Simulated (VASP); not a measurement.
# Mo (P6/mmm) in VASP: settings compared

The runs below take Mo through single point, relaxation of cell and atoms, with PBEsol+D3(BJ), LDA, PBEsol.

Program: VASP 6.6.1. These are calculated values, not measurements. Logs are shortened: lines on timing, memory, paths and dates and some standing lists are left out, and cuts for length are marked.

**1. The cell of the first run**

Symmetry: P6/mmm, No. 191, hexagonal system. The conventional cell has a = 2.710 Å, b = 2.710 Å, c = 2.485 Å, α = 90.00°, β = 90.00°, γ = 120.00°. Mo (site symmetry 6/mmm) has 8 Mo at 2.49 to 2.71 Å within 3.3 Å.

**2. Single point, PBEsol+D3(BJ)**

Contents of INCAR:

```
SYSTEM = Mo
PREC     = Accurate       ! precision mode
ENCUT    = 520            ! plane-wave cutoff, eV
EDIFF    = 1E-7           ! SCF threshold, eV
ISMEAR   = 0              ! smearing method
SIGMA    = 0.1            ! smearing width, eV
LREAL    = .FALSE.        ! projectors in reciprocal space
LASPH    = .TRUE.         ! aspherical terms in the spheres
NELM     = 60             ! most SCF steps
ALGO     = Normal         ! electronic algorithm
ISIF     = 2              ! what is computed and relaxed
LWAVE    = .FALSE.        ! write WAVECAR
LCHARG   = .FALSE.        ! write CHGCAR
GGA      = PS             ! functional
IVDW     = 12             ! dispersion correction
NBANDS   = 13             ! bands
```

Contents of KPOINTS:

```
regular mesh
0
G
  14 14 13
  0 0 0
```

Contents of POSCAR:

```
Mo
1.0
    2.7101189487      0.0000000000      0.0000000000
   -1.3550594743      2.3470318568      0.0000000000
    0.0000000000      0.0000000000      2.4851057448
Mo
1
Direct
    0.0000000000      0.0000000000      0.5000000000
```

Potentials or basis: VASP PAW PBE potentials, release 64 (Mo_sv).

Run with:

```bash
$ cat potpaw_PBE.64/Mo_sv/POTCAR > POTCAR
$ mpirun -np 1 vasp_std > vasp.out
```

OUTCAR:

```text
SYSTEM = Mo
   PREC = Accurate
   ENCUT = 520
   EDIFF = 1E-7
   ISMEAR = 0
   LREAL = .FALSE.
   LASPH = .TRUE.
   NELM = 60
   ISIF = 2
   GGA = PS
   IVDW = 12
 IVDW          = 12

 ion  position               nearest neighbor table
   1  0.000  0.000  0.500-

  LATTYP: Found a hexagonal cell.
 ALAT       =     2.7101189487
 C/A-ratio  =     0.9169729417

  Lattice vectors:

 A1 = (   2.7101189487,   0.0000000000,   0.0000000000)
 A2 = (  -1.3550594743,   2.3470318568,   0.0000000000)
 A3 = (   0.0000000000,   0.0000000000,   2.4851057448)

Analysis of symmetry for initial positions (statically):
=====================================================================
 Subroutine PRICEL returns:
 Original cell was already a primitive cell.

 Routine SETGRP: Setting up the symmetry group for a
 hexagonal supercell.

 Subroutine GETGRP returns: Found 24 space group operations
 (whereof 24 operations were pure point group operations)
 out of a pool of 24 trial point group operations.

The static configuration has the point symmetry D_6h.

Analysis of symmetry for dynamics (positions and initial velocities):
=====================================================================
 Subroutine PRICEL returns:
 Original cell was already a primitive cell.

 Routine SETGRP: Setting up the symmetry group for a
 hexagonal supercell.

 Subroutine GETGRP returns: Found 24 space group operations
 (whereof 24 operations were pure point group operations)
 out of a pool of 24 trial point group operations.

The dynamic configuration has the point symmetry D_6h.

 Subroutine INISYM returns: Found 24 space group operations
 (whereof 24 operations are pure point group operations),
 and found     1 'primitive' translations

----------------------------------------------------------------------------------------

                                     Primitive cell

  volume of cell :      15.8071

  direct lattice vectors                    reciprocal lattice vectors
     2.710118949  0.000000000  0.000000000     0.368987494  0.213035029  0.000000000
    -1.355059474  2.347031857  0.000000000     0.000000000  0.426070058  0.000000000
     0.000000000  0.000000000  2.485105745     0.000000000  0.000000000  0.402397364

  length of vectors
     2.710118949  2.710118949  2.485105745     0.426070058  0.426070058  0.402397364

  position of ions in fractional coordinates (direct lattice)
     0.000000000  0.000000000  0.500000000

  ion indices of the primitive-cell ions
   primitive index   ion index
                 1           1

[... 82 lines left out ...]
   NELECT =      14.0000    total number of electrons
   NUPDOWN=      -1.0000    fix difference up-down
   EMIN   =  10.00;   EMAX   =-10.00  energy-range for DOS
   EFERMI =   0.00;   METHOD = LEGACY
   ISMEAR =     0;   SIGMA  =   0.10  broadening in eV -4-tet -1-fermi 0-gaus
   EFERMI_NEDOS =   21; number of points for ismear=-14 and -15
   IALGO  =     38    algorithm
   IMIX   =      4    mixing-type and parameters
     AMIX     =   0.40;   BMIX     =  1.00
     AMIX_MAG =   1.60;   BMIX_MAG =  1.00
  volume/ion in A,a.u.               =      15.81       106.67
  Fermi-wavevector in a.u.,A,eV,Ry     =   1.572172  2.970975 33.629865  2.471725
  Thomas-Fermi vector in A             =   2.673646
   LORBIT       =      0    0 simple, 1 ext, 2 COOP (PROOUT), +10 PAW based schemes
   GGA     = PS    functional components
   LHFCALC =     F    Hartree Fock is set to
   AEXX    =    0.0000 exact exchange contribution
   IVDW    =    12    specifies the selected vdW correction
   LEPSILON=     F    determine dielectric tensor
   LRPA    =     F    only Hartree local field effects (RPA)
 non-spin polarized calculation
 Gauss-broadening in eV      SIGMA  =   0.10
  energy-cutoff  :      520.00
  volume of cell :       15.81
 maximum number of plane-waves:       436
   NGX = 11   NGY = 11   NGZ =  9

 number of electron      14.0000000 magnetization

 Free energy of the ion-electron system (eV)
  ---------------------------------------------------
  ext. energy  EPLUGINS =         0.00000000
  ---------------------------------------------------
  free energy    TOTEN  =       -10.85823840 eV

  energy without entropy =      -10.85271369  energy(sigma->0) =      -10.85547604

 E-fermi :  12.0103     XC(G=0): -13.3768

 val. band max:       12.0053473430   @ k =   0.2143   0.0714   0.4615
 cond. band min:      12.0114198668   @ k =   0.2143   0.2143   0.3077
 fundamental gap:      0.0060725237
 Fermi energy:        12.0103404439

 k-point     1 :       0.0000    0.0000    0.0000
  band No.  band energies     occupation
      1     -48.8320      2.00000
      2     -22.0617      2.00000
      3     -22.0617      2.00000
      4     -21.8442      2.00000
      5       5.1755      2.00000
      6       7.5375      2.00000
      7      11.1203      2.00000
      8      11.1203      2.00000
      9      16.6184      0.00000
     10      16.6184      0.00000
     11      25.0227      0.00000
     12      28.7744      0.00000
     13      32.9679      0.00000
[... 354 lines left out ...]
  band No.  band energies     occupation
      1     -48.5474      2.00000
      2     -23.2411      2.00000
      3     -23.0111      2.00000
      4     -21.6562      2.00000
      5       8.9701      2.00000
      6       9.4893      2.00000
      7      10.4403      2.00000
      8      14.1007      0.00000
      9      14.5794      0.00000
     10      20.0345      0.00000
     11      20.9295      0.00000
     12      21.6005      0.00000
     13      32.4692      0.00000

 [... further k-points ...]

------------------------ aborting loop because EDIFF is reached ----------------------------------------

 Edisp (eV)   -0.69679

 E8    (eV) :    -0.4851

  FORCE on cell =-STRESS in cart. coord.  units (eV):
  Direction    XX          YY          ZZ          XY          YZ          ZX
  --------------------------------------------------------------------------------------
  -------------------------------------------------------------------------------------
  Total       0.05238     0.05238     0.09741     0.00000    -0.00000    -0.00000
  in kB       5.30962     5.30962     9.87355     0.00000    -0.00000    -0.00000
  external pressure =        6.83 kB  Pullay stress =        0.00 kB

 VOLUME and BASIS-vectors are now :
 -----------------------------------------------------------------------------
  energy-cutoff  :      520.00
  volume of cell :       15.81
      direct lattice vectors                 reciprocal lattice vectors
     2.710118949  0.000000000  0.000000000     0.368987494  0.213035029  0.000000000
    -1.355059474  2.347031857  0.000000000     0.000000000  0.426070058  0.000000000
     0.000000000  0.000000000  2.485105745     0.000000000  0.000000000  0.402397364

 POSITION                                       TOTAL-FORCE (eV/Angst)
 -----------------------------------------------------------------------------------
      0.00000      0.00000      1.24255        -0.000000      0.000000      0.000000
 -----------------------------------------------------------------------------------
    total drift:                                0.000000      0.000000      0.000000

  FREE ENERGIE OF THE ION-ELECTRON SYSTEM (eV)
  ---------------------------------------------------
  free  energy   TOTEN  =       -11.5550311162 eV

  energy  without entropy=      -11.5495064093  energy(sigma->0) =      -11.55226876
```

OSZICAR:

```text
N       E                     dE             d eps       ncg     rms          rms(c)
DAV:   1     0.109532553241E+03    0.10953E+03   -0.91917E+03  4440   0.112E+03
DAV:   2    -0.994029415695E+01   -0.11947E+03   -0.11549E+03  4923   0.333E+02
DAV:   3    -0.113746583685E+02   -0.14344E+01   -0.14288E+01  5113   0.370E+01
DAV:   4    -0.113787869445E+02   -0.41286E-02   -0.41285E-02  4958   0.224E+00
DAV:   5    -0.113788191018E+02   -0.32157E-04   -0.32156E-04  5203   0.167E-01    0.158E+01
DAV:   6    -0.109269353270E+02    0.45188E+00   -0.56002E-01  4438   0.891E+00    0.517E+00
DAV:   7    -0.108621438949E+02    0.64791E-01   -0.11727E-01  4858   0.385E+00    0.743E-01
DAV:   8    -0.108582210576E+02    0.39228E-02   -0.39506E-03  4548   0.785E-01    0.772E-02
DAV:   9    -0.108582324208E+02   -0.11363E-04   -0.46243E-05  5388   0.776E-02    0.553E-02
DAV:  10    -0.108582379599E+02   -0.55390E-05   -0.60991E-06  4838   0.255E-02    0.144E-02
DAV:  11    -0.108582384536E+02   -0.49372E-06   -0.68721E-07  5018   0.957E-03    0.197E-03
DAV:  12    -0.108582383968E+02    0.56803E-07   -0.72071E-09  2459   0.990E-04
   1 F= -.11555031E+02 E0= -.11552269E+02  d E =-.552471E-02
```

stdout:

```text
POSCAR found type information on POSCAR Mo
 POSCAR found :  1 types and       1 ions
 scaLAPACK will be used
 -----------------------------------------------------------------------------
|                                                                             |
|                                                                             |
|     You enforced a specific xc type in the INCAR file but a different       |
|     I HOPE YOU KNOW WHAT YOU ARE DOING!                                     |
|                                                                             |
 -----------------------------------------------------------------------------

 LDA part: xc-table for (Slater+PW92), standard interpolation
 POSCAR, INCAR and KPOINTS ok, starting setup
 FFT: planning ... GRIDC
 FFT: planning ... GRID_SOFT
 FFT: planning ... GRID
 WAVECAR not read
 entering main loop
```

It took 15 s on 1 thread of Intel Xeon 6975P-C, shared host; peak memory 0.15 GiB.

Results:

```yaml
Free_energy: -11.5550 eV
Pressure: 0.7 GPa
Band_gap_on_the_k_mesh: zero (band 7 reaches 13.21 eV, above the bottom of band 8 at 11.12 eV)
Dispersion_energy_per_atom: -0.697 eV
```

Caveat: the PAW data sets were made with another functional, which shifts forces and pressure a little; pairwise dispersion overbinds metals, which lowers pressure and volume.

**3. Single point, LDA**

This run uses another cell than the first one, of 15.98 Å³/atom, 1.011 times its volume.

Contents of INCAR:

```
PREC = Accurate
ENCUT = 520
EDIFF = 1E-7
ISMEAR = 0
SIGMA = 0.1
LREAL = F
LASPH = T
NELM = 100
ALGO = Normal
ISIF = 2
LWAVE = F
LCHARG = F
NBANDS = 13
```

Contents of KPOINTS:

```
Automatic mesh
0
Gamma
  14 14 13
```

Contents of POSCAR:

```
Mo
1.0
    2.7210862276      0.0000000000      0.0000000000
   -1.3605431138      2.3565297990      0.0000000000
    0.0000000000      0.0000000000      2.4916757179
Mo
1
Direct
    0.0000000000      0.0000000000      0.5000000000
```

Potentials or basis: VASP PAW LDA potentials, release 64 (Mo_sv).

Run with:

```bash
$ cat potpaw_LDA.64/Mo_sv/POTCAR > POTCAR
$ mpirun -np 1 vasp_std > vasp.out
```

It took 15 s on 1 thread of Intel Xeon 6975P-C, shared host; peak memory 0.14 GiB.

Results (log left out):

```
Free energy            : -11.2385 eV
Pressure               : 1.1 GPa
Band gap on the k mesh : zero (band 7 reaches 13.08 eV, above the bottom of band 8 at 10.96 eV)
```

Stress tensor (GPa, compression positive):
```
0.92 0.00 0.00
0.00 0.92 0.00
0.00 0.00 1.34
```

Levels at points of the mesh, in eV from the Fermi level:
| k point | band 3 | band 4 | band 5 | band 6 | band 7 | band 8 | band 9 | band 10 | band 11 | band 12 |
| --- | --- | --- | --- | --- | --- | --- | --- | --- | --- | --- |
| (0.00, 0.00, 0.00) | -33.99 | -33.77 | -6.74 | -4.41 | -0.88 | -0.88 | 4.53 | 4.53 | 13.04 | 16.70 |
| (0.50, 0.00, 0.00) | -34.33 | -33.61 | -4.98 | -3.21 | 1.24 | 1.40 | 3.85 | 4.62 | 10.54 | 13.63 |

**4. Single point, PBEsol**

This run uses another cell than the first one, of 16.30 Å³/atom, 1.031 times its volume.

Contents of INCAR:

```
SYSTEM = Mo
PREC = Accurate ; ENCUT = 520
EDIFF = 1E-7 ; ISMEAR = 0
SIGMA = 0.1 ; LREAL = .FALSE.
LASPH = .TRUE. ; NELM = 100
ALGO = Normal ; ISIF = 2
LWAVE = .FALSE. ; LCHARG = .TRUE.
GGA = PS ; LELF = .TRUE.
LVHAR = .TRUE. ; NBANDS = 13
```

Contents of KPOINTS:

```
regular mesh
0
G
  14 14 13
  0 0 0
```

Contents of POSCAR:

```
Mo
1.0
    2.7367848962      0.0000000000      0.0000000000
   -1.3683924481      2.3701252448      0.0000000000
    0.0000000000      0.0000000000      2.5125596436
Mo
1
Direct
    0.0000000000      0.0000000000      0.5000000000
```

Potentials or basis: VASP PAW PBE potentials, release 64 (Mo_sv).

Run with:

```bash
$ cat potpaw_PBE.64/Mo_sv/POTCAR > POTCAR
$ mpirun -np 1 vasp_std > vasp.out
```

It took 18 s on 1 thread of Intel Xeon 6975P-C, shared host; peak memory 0.15 GiB.

The run converged. Its results:

| Item | Value |
| --- | --- |
| Free energy | -10.8712 eV |
| Pressure | 0.6 GPa |
| Band gap on the k mesh | zero (band 7 reaches 12.66 eV, above the bottom of band 8 at 10.70 eV) |

Stress tensor (GPa, compression positive):
```
0.46 0.00 0.00
0.00 0.46 0.00
0.00 0.00 0.76
```

Levels at points of the mesh, in eV from the Fermi level:
```
           k point  band 5  band 6  band 7  band 8  band 9  band 10
(0.00, 0.00, 0.00)   -6.74   -4.30   -0.84   -0.84    4.41     4.41
(0.50, 0.00, 0.00)   -4.88   -3.14    1.12    1.35    3.75     4.52
```

Caveat: the PAW data sets were made with another functional, which shifts forces and pressure a little.

**5. Relaxation of cell and atoms, PBEsol+D3(BJ)**

This run uses another cell than the first one, of 16.56 Å³/atom, 1.048 times its volume.

Contents of INCAR:

```
PREC = Accurate
ENCUT = 600
EDIFF = 1E-6
ISMEAR = 0
SIGMA = 0.1
LREAL = False
LASPH = True
NELM = 100
ALGO = Normal
ISIF = 3
LWAVE = False
LCHARG = False
GGA = PS
IVDW = 12
IBRION = 2
NSW = 80
EDIFFG = -0.03
```

Contents of KPOINTS:

```
Automatic mesh
0
Gamma
  14 14 13
```

Contents of POSCAR:

```
Mo
1.0
    2.7355100000      0.0000000000      0.0000000000
   -1.3677550000      2.3690210000      0.0000000000
    0.0000000000      0.0000000000      2.5551810000
Mo
1
Direct
    0.0000000000      0.0000000000      0.5000000000
```

Run with:

```bash
$ cat potpaw_PBE.64/Mo_sv/POTCAR > POTCAR
$ mpirun -np 1 vasp_std > vasp.out
```

Run time: 60 s. Hardware: 1 thread of Intel Xeon 6975P-C, shared host; peak memory 0.18 GiB.

Results (log left out):

- Free energy: -11.5560 eV
- Relaxed volume: 15.84 Å³/atom
- Relaxed cell: a = 2.711 Å, b = 2.711 Å, c = 2.490 Å, α = 90.00°, β = 90.00°, γ = 120.00°
- Space group after relaxing (to 0.05 Å): P6/mmm (No. 191)
- Energy gained by relaxing: 24.9 meV/atom
- Ionic steps: 7
- Pressure after relaxing: 0.0 GPa
- Band gap on the k mesh: zero (band 7 reaches 13.18 eV, above the bottom of band 8 at 11.09 eV)
- Dispersion energy per atom: -0.695 eV

Stress tensor (GPa, compression positive):
```
-0.08  0.00  0.00
 0.00 -0.08  0.00
 0.00  0.00  0.05
```

Step by step:
```csv
step,energy change (eV),largest force (eV/Å),pressure (GPa),volume (Å³)
1,0.0000,0.0000,-9.60,16.56
2,0.1127,0.0000,30.41,14.29
3,-0.0241,0.0000,0.04,15.85
4,-0.0241,0.0000,0.26,15.84
5,-0.0241,0.0000,0.47,15.82
6,-0.0247,0.0000,-0.13,15.85
7,-0.0249,0.0000,-0.03,15.84
```

Final structure:
```
Mo
1.0
     2.71071    0.00000    0.00000
    -1.35536    2.34755    0.00000
     0.00000    0.00000    2.48994
Mo
1
Direct
  0.00000 0.00000 0.50000
```

Levels at points of the mesh, in eV from the Fermi level:
```csv
k point,band 5,band 6,band 7,band 8,band 9,band 10
"(0.00, 0.00, 0.00)",-6.83,-4.46,-0.89,-0.89,4.58,4.58
"(0.50, 0.00, 0.00)",-5.06,-3.22,1.20,1.38,3.89,4.70
```

Caveat: the PAW data sets were made with another functional, which shifts forces and pressure a little; pairwise dispersion overbinds metals, which lowers pressure and volume.

**6. Overview**

| task | level | potentials or basis | cell | cutoff (eV) | gap on the mesh (eV) | pressure (GPa) |
| --- | --- | --- | --- | --- | --- | --- |
| single point | PBEsol+D3(BJ) | VASP PAW PBE potentials, release 64 (Mo_sv) | a = 2.710, b = 2.710, c = 2.485 Å, angles 90.0, 90.0, 120.0°, 1 atom | 520 | none | 0.7 |
| single point | LDA | VASP PAW LDA potentials, release 64 (Mo_sv) | a = 2.721, b = 2.721, c = 2.492 Å, angles 90.0, 90.0, 120.0°, 1 atom | 520 | none | 1.1 |
| single point | PBEsol | VASP PAW PBE potentials, release 64 (Mo_sv) | a = 2.737, b = 2.737, c = 2.513 Å, angles 90.0, 90.0, 120.0°, 1 atom | 520 | none | 0.6 |
| relaxation of cell and atoms | PBEsol+D3(BJ) | VASP PAW PBE potentials, release 64 (Mo_sv) | relaxed from a = 2.736, b = 2.736, c = 2.555 Å, angles 90.0, 90.0, 120.0°, 1 atom | 600 | none | 0.0 |

Alike in all rows: no spin polarisation; k mesh 14 × 14 × 13; smearing gaussian 0.1 eV.

Caveats: the PAW data sets were made with another functional, which shifts forces and pressure a little (some runs); pairwise dispersion overbinds metals, which lowers pressure and volume (some runs).

Absolute energies hang on the potentials; compare differences alone.
